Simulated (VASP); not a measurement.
# SiC (P1) in VASP: single point with PBEsol

Aim: the single point of SiC with PBEsol.

All numbers are computed with VASP 6.6.1; they aren't measurements. Logs are shortened: lines on timing, memory, paths and dates and some standing lists are left out, and cuts for length are marked.

## Step 1: The cell of the first run

The typed cell holds 16 atoms: a = 5.951 Å, b = 5.951 Å, c = 6.193 Å, α = 105.08°, β = 105.08°, γ = 117.29°.

## Step 2: Single point, PBEsol

The input, INCAR:

```
PREC     = Accurate       # precision mode
ENCUT    = 520            # plane-wave cutoff, eV
EDIFF    = 1E-6           # SCF threshold, eV
ISMEAR   = -1             # smearing method
SIGMA    = 0.0689         # smearing width, eV
LREAL    = Auto         
LASPH    = True           # aspherical terms in the spheres
NELM     = 80             # most SCF steps
ALGO     = Normal         # electronic algorithm
ISIF     = 2              # what is computed and relaxed
LWAVE    = False          # write WAVECAR
LCHARG   = False          # write CHGCAR
GGA      = PS             # functional
NBANDS   = 46             # bands
```

The input, KPOINTS:

```
Automatic mesh
0
Gamma
  2 2 2
  0.5 0.5 0.5
```

The input, POSCAR:

```
SiC
1.0
   -1.5481848246      2.6815347757     -5.0814314379
   -1.5481848246      2.6815347757      5.0814314379
    6.1927392983      0.0000000000      0.0000000000
Si C
8 8
Direct
    0.3444478431      0.3381366293      0.1537374457
    0.8535077720      0.8410837138      0.1776383228
    0.3431776682      0.3377614778      0.6586793753
    0.8345950382      0.8364823017      0.6751714188
    0.9056858194      0.4093002968      0.3294793227
    0.4083179074      0.9175612243      0.3449250563
    0.9063962215      0.4075576499      0.8268530609
    0.3997740947      0.9069052114      0.8224940252
    0.1272298127      0.5215277629      0.1685746134
    0.6275045676      0.0146355290      0.1617428903
    0.1402393547      0.5120042842      0.6635014823
    0.6321526655      0.0175752500      0.6636970654
    0.7398305832      0.6259335431      0.3589549289
    0.2402107817      0.1172897097      0.3353455935
    0.7308510701      0.6208793019      0.8409487624
    0.2315626386      0.1223406591      0.8330066012
```

Potentials or basis: VASP PAW PBE potentials, release 64 (Si, C).

The run is started by

```
$ cat potpaw_PBE.64/Si/POTCAR potpaw_PBE.64/C/POTCAR > POTCAR
$ mpirun -np 1 vasp_std > vasp.out
```

OUTCAR:

```text
PREC = Accurate
   ENCUT = 520
   EDIFF = 1E-6
   ISMEAR = -1
   LREAL = Auto
   LASPH = True
   NELM = 80
   ISIF = 2
   GGA = PS

 ion  position               nearest neighbor table
   1  0.344  0.338  0.154-  16 1.80  13 1.92  14 1.94   9 2.04   5 3.01   8 3.05   4 3.05   2 3.06
                             3 3.06   7 3.12   3 3.13   2 3.14   6 3.14   4 3.15
   2  0.854  0.841  0.178-  14 1.86  15 1.87  13 1.93  10 2.04   6 2.96   3 3.02   1 3.06   5 3.07
                             4 3.08   5 3.11   7 3.11   4 3.12   1 3.14
   3  0.343  0.338  0.659-  14 1.83  15 1.88  16 1.89  11 1.92   6 2.99   4 3.02   2 3.02   7 3.03
                             1 3.06   8 3.10   8 3.11   1 3.13   5 3.13
   4  0.835  0.836  0.675-  13 1.80  15 1.84  16 1.92  12 1.95   3 3.02   8 3.04   1 3.05   7 3.07
                             2 3.08   7 3.10   8 3.12   2 3.12   6 3.13   5 3.14   1 3.15
   5  0.906  0.409  0.329-   9 1.84  10 1.90  11 1.91  13 1.95   1 3.01   8 3.06   2 3.07   7 3.08
                             6 3.08   2 3.11   7 3.11   6 3.11   8 3.13   3 3.13   4 3.14
   6  0.408  0.918  0.345-  12 1.82  14 1.87   9 1.91  10 1.93   2 2.96   8 2.99   3 2.99   7 3.02
                             5 3.08   5 3.11   4 3.13   1 3.14
   7  0.906  0.408  0.827-  12 1.88  11 1.90   9 1.91  15 1.98   6 3.02   3 3.03   4 3.07   5 3.08
                             8 3.09   4 3.10   8 3.11   2 3.11   5 3.11   1 3.12
   8  0.400  0.907  0.822-  12 1.88  11 1.89  10 1.92  16 1.95   6 2.99   4 3.04   1 3.05   5 3.06
                             7 3.09   3 3.10   7 3.11   3 3.11   4 3.12   5 3.13
   9  0.127  0.522  0.169-   5 1.84   6 1.91   7 1.91   1 2.04
  10  0.628  0.015  0.162-   5 1.90   8 1.92   6 1.93   2 2.04
  11  0.140  0.512  0.664-   8 1.89   7 1.90   5 1.91   3 1.92
  12  0.632  0.018  0.664-   6 1.82   7 1.88   8 1.88   4 1.95
  13  0.740  0.626  0.359-   4 1.80   1 1.92   2 1.93   5 1.95
  14  0.240  0.117  0.335-   3 1.83   2 1.86   6 1.87   1 1.94
  15  0.731  0.621  0.841-   4 1.84   2 1.87   3 1.88   7 1.98
  16  0.232  0.122  0.833-   1 1.80   3 1.89   4 1.92   8 1.95

  LATTYP: Found a face centered orthorhombic cell.
 ALAT       =     6.1927392984
 B/A-ratio  =     1.6410932846
 C/A-ratio  =     1.7320508075

  Lattice vectors:

 A1 = (   4.6445544737,   2.6815347757,   5.0814314379)
 A2 = (   3.0963696491,   5.3630695514,   0.0000000000)
 A3 = (  -1.5481848246,   2.6815347757,   5.0814314379)

Analysis of symmetry for initial positions (statically):
=====================================================================
 Subroutine PRICEL returns:
 Original cell was already a primitive cell.

 Routine SETGRP: Setting up the symmetry group for a
 face centered orthorhombic supercell.

 Subroutine GETGRP returns: Found  1 space group operations
 (whereof  1 operations were pure point group operations)
 out of a pool of  8 trial point group operations.

The static configuration has the point symmetry C_1 .

Analysis of symmetry for dynamics (positions and initial velocities):
=====================================================================
 Subroutine PRICEL returns:
 Original cell was already a primitive cell.

 Routine SETGRP: Setting up the symmetry group for a
 face centered orthorhombic supercell.

 Subroutine GETGRP returns: Found  1 space group operations
 (whereof  1 operations were pure point group operations)
 out of a pool of  8 trial point group operations.

The dynamic configuration has the point symmetry C_1 .

 Subroutine INISYM returns: Found  1 space group operations
 (whereof  1 operations are pure point group operations),
 and found     1 'primitive' translations

----------------------------------------------------------------------------------------

                                     Primitive cell

  volume of cell :     168.7650

  direct lattice vectors                    reciprocal lattice vectors
    -1.548184825  2.681534776 -5.081431438     0.000000000  0.186460383 -0.098397470
    -1.548184825  2.681534776  5.081431438     0.000000000  0.186460383  0.098397470
     6.192739298  0.000000000  0.000000000     0.161479428  0.093230191  0.000000000

  length of vectors
     5.950500018  5.950500018  6.192739298     0.210830587  0.210830587  0.186460383

  position of ions in fractional coordinates (direct lattice)
     0.344447843  0.338136629  0.153737446
     0.853507772  0.841083714  0.177638323
     0.343177668  0.337761478  0.658679375
     0.834595038  0.836482302  0.675171419
     0.905685819  0.409300297  0.329479323
     0.408317907  0.917561224  0.344925056
[... 8 lines left out ...]
     0.730851070  0.620879302  0.840948762
     0.231562639  0.122340659  0.833006601

  ion indices of the primitive-cell ions
   primitive index   ion index
                 1           1
                 2           2
                 3           3
                 4           4
                 5           5
                 6           6
[... 8 lines left out ...]
                15          15
                16          16

----------------------------------------------------------------------------------------

 KPOINTS: Automatic mesh

Automatic generation of k-mesh.
 Grid dimensions read from file:
 generate k-points for:    2    2    2

 Generating k-lattice:

  Cartesian coordinates                     Fractional coordinates (reciprocal lattice)
     0.000000000  0.093230191 -0.049198735     0.500000000  0.000000000  0.000000000
     0.000000000  0.093230191  0.049198735     0.000000000  0.500000000  0.000000000
     0.080739714  0.046615096  0.000000000    -0.000000000 -0.000000000  0.500000000

  Length of vectors
     0.105415294  0.105415294  0.093230191

  Shift w.r.t. Gamma in fractional coordinates (k-lattice)
     0.500000000  0.500000000  0.500000000

 Subroutine IBZKPT returns following result:
 ===========================================

 Found      4 irreducible k-points:

 Following reciprocal coordinates:
            Coordinates               Weight
  0.250000  0.250000  0.250000      2.000000
 -0.250000  0.250000  0.250000      2.000000
 -0.250000  0.250000 -0.250000      2.000000
 -0.250000 -0.250000  0.250000      2.000000
   k-points           NKPTS =      4   k-points in BZ     NKDIM =      4   number of bands    NBANDS=     46
   number of dos      NEDOS =    301   number of ions     NIONS =     16
   total plane-waves  NPLWV = 110592
   dimension x,y,z NGX =    48 NGY =   48 NGZ =   48
   dimension x,y,z NGXF=    96 NGYF=   96 NGZF=   96
   ions per type =               8   8
   NGX,Y,Z   is equivalent  to a cutoff of  13.41, 13.41, 12.89 a.u.
   NGXF,Y,Z  is equivalent  to a cutoff of  26.82, 26.82, 25.77 a.u.
 SYSTEM =  unknown system
   PREC   = accura    normal or accurate (medium, high low for compatibility)
   ISTART =      0    job   : 0-new  1-cont  2-samecut
   ICHARG =      2    charge: 1-file 2-atom 10-const
   ISPIN  =      1    spin polarized calculation?
   LNONCOLLINEAR =      F non collinear calculations
   LSORBIT =      F    spin-orbit coupling
   LASPH  =      T    aspherical Exc in radial PAW
   ENCUT  =  520.0 eV  38.22 Ry    6.18 a.u.  11.06 11.06 11.51*2*pi/ulx,y,z
   NELM   =     80;   NELMIN=  2; NELMDL= -5     # of ELM steps
   EDIFF  = 0.1E-05   stopping-criterion for ELM
   LREAL  =      T    real-space projection
   EDIFFG = 0.1E-04   stopping-criterion for IOM
   NSW    =      0    number of steps for IOM
   IBRION =     -1    ionic relax: 0-MD 1-quasi-New 2-CG
   NFREE  =      0    steps in history (QN), initial steepest desc. (CG)
   ISIF   =      2    stress and relaxation
   ISYM   =      2    0-nonsym 1-usesym 2-fastsym
   POTIM  = 0.5000    time-step for ionic-motion
   TEBEG  =    0.0;   TEEND  =   0.0 temperature during run
   PSTRESS=    0.0 pullay stress
   NELECT =      64.0000    total number of electrons
   NUPDOWN=      -1.0000    fix difference up-down
   EMIN   =  10.00;   EMAX   =-10.00  energy-range for DOS
   EFERMI =   0.00;   METHOD = LEGACY
   ISMEAR =    -1;   SIGMA  =   0.07  broadening in eV -4-tet -1-fermi 0-gaus
   EFERMI_NEDOS =   21; number of points for ismear=-14 and -15
   IALGO  =     38    algorithm
   IMIX   =      4    mixing-type and parameters
     AMIX     =   0.40;   BMIX     =  1.00
     AMIX_MAG =   1.60;   BMIX_MAG =  1.00
  volume/ion in A,a.u.               =      10.55        71.18
  Fermi-wavevector in a.u.,A,eV,Ry     =   1.184970  2.239269 19.104677  1.404154
  Thomas-Fermi vector in A             =   2.321173
   LORBIT       =      0    0 simple, 1 ext, 2 COOP (PROOUT), +10 PAW based schemes
   GGA     = PS    functional components
   LHFCALC =     F    Hartree Fock is set to
   AEXX    =    0.0000 exact exchange contribution
   IVDW    =     0    specifies the selected vdW correction
   LEPSILON=     F    determine dielectric tensor
   LRPA    =     F    only Hartree local field effects (RPA)
 non-spin polarized calculation
  energy-cutoff  :      520.00
  volume of cell :      168.76
 maximum number of plane-waves:      4558
 NGX is ok and might be reduce to    48
   NGX = 23   NGY = 23   NGZ = 23

 number of electron      64.0000001 magnetization

 Free energy of the ion-electron system (eV)
  ---------------------------------------------------
  ext. energy  EPLUGINS =         0.00000000
  ---------------------------------------------------
  free energy    TOTEN  =      -126.56979002 eV

  energy without entropy =     -126.56979002  energy(sigma->0) =     -126.56979002

 E-fermi :   9.1202     XC(G=0): -11.4177

 val. band max:        7.5754770957   @ k =  -0.2500  -0.2500   0.2500
 cond. band min:      10.5949144450   @ k =  -0.2500  -0.2500   0.2500
 fundamental gap:      3.0194373493
 Fermi energy:         9.1201941632

 k-point     1 :       0.2500    0.2500    0.2500
  band No.  band energies     occupation
      1      -5.8679      2.00000
      2      -5.7161      2.00000
      3      -5.5449      2.00000
      4      -5.3296      2.00000
      5      -3.0359      2.00000
      6      -2.7991      2.00000
[... 36 lines left out ...]
     43      14.8819      0.00000
     44      15.0137      0.00000
[... 99 lines left out ...]
      3      -4.7159      2.00000
      4      -4.5950      2.00000
      5      -4.1336      2.00000
      6      -3.4601      2.00000
[... 36 lines left out ...]
     43      14.7446      0.00000
     44      14.7728      0.00000
 [bands above 44 left out]

------------------------ aborting loop because EDIFF is reached ----------------------------------------

  FORCE on cell =-STRESS in cart. coord.  units (eV):
  Direction    XX          YY          ZZ          XY          YZ          ZX
  --------------------------------------------------------------------------------------
  -------------------------------------------------------------------------------------
  Total       -0.4545259     -3.2138708     -5.7011662      0.7797294      0.6544112      0.8797919
  in kB       -4.3150612    -30.5110182    -54.1242617      7.4023941      6.2126807      8.3523411
  external PRESSURE =     -29.6501137 kB  Pullay stress =       0.0000000 kB

 VOLUME and BASIS-vectors are now :
 -----------------------------------------------------------------------------
  energy-cutoff  :      520.00
  volume of cell :      168.76
      direct lattice vectors                 reciprocal lattice vectors
    -1.548184825  2.681534776 -5.081431438     0.000000000  0.186460383 -0.098397470
    -1.548184825  2.681534776  5.081431438     0.000000000  0.186460383  0.098397470
     6.192739298  0.000000000  0.000000000     0.161479428  0.093230191  0.000000000

 POSITION                                       TOTAL-FORCE (eV/Angst)
 -----------------------------------------------------------------------------------
     -0.10471      1.83037     -0.03207         2.485843      0.670350      1.664982
     -1.52347      4.54411     -0.06313         0.475278     -0.729622      1.989743
      3.02481      1.82596     -0.02752         1.027401      0.171855      1.364401
      1.59402      4.48105      0.00959         0.165821      1.030023      1.319007
      0.00454      3.52618     -2.52235         0.693687     -0.248667      0.040586
      0.08333      3.55539      2.58769        -2.219884     -0.441496     -0.739918
[... 8 lines left out ...]
      3.11505      3.62471     -0.55881         0.088839     -0.500835     -1.542045
      4.61069      0.94900     -0.55500        -0.819408     -1.163179     -1.266620
 -----------------------------------------------------------------------------------
    total drift:                                0.007246     -0.001205      0.005702

  FREE ENERGIE OF THE ION-ELECTRON SYSTEM (eV)
  ---------------------------------------------------
  free  energy   TOTEN  =      -126.5697900170 eV

  energy  without entropy=     -126.5697900163  energy(sigma->0) =     -126.56979002
```

Wall time 38 s (1 thread of Intel Xeon 6975P-C (Granite Rapids), shared host); peak memory 0.3 GiB.

Results:

| Quantity | Value |
| --- | --- |
| Free energy | -126.5698 eV |
| Pressure | -3.0 GPa |
| Largest force | 3.066 eV/Å |
| Band gap on the k mesh | 3.02 eV |

Forces on the atoms (eV/Å):
```
Si   2.486  0.670  1.665
Si   0.475 -0.730  1.990
Si   1.027  0.172  1.364
Si   0.166  1.030  1.319
Si   0.694 -0.249  0.041
Si  -2.220 -0.441 -0.740
Si   0.326  0.866  0.381
Si   1.001  0.584 -0.193
C   -0.869  0.470 -1.287
C    0.281  0.406 -0.690
C   -0.180 -0.114  0.511
C    0.773  0.537 -0.623
C   -2.511 -1.276 -1.021
C   -0.718 -0.261  0.092
C    0.089 -0.501 -1.542
C   -0.819 -1.163 -1.267
```

Levels at points of the mesh, in eV from the valence-band top:
```tsv
k point	band 29	band 30	band 31	band 32	band 33	band 34	band 35	band 36
(0.25, 0.25, 0.25)	-1.14	-1.10	-1.06	-0.86	4.58	4.66	4.81	5.06
```

Caveat: the k points lie up to 0.66 Å⁻¹ apart; the atoms stand as in a frame of molecular dynamics; the PAW data sets were made with another functional, which shifts forces and pressure a little; a shifted mesh leaves out Γ, where band edges can lie. A k mesh can miss the band edges.
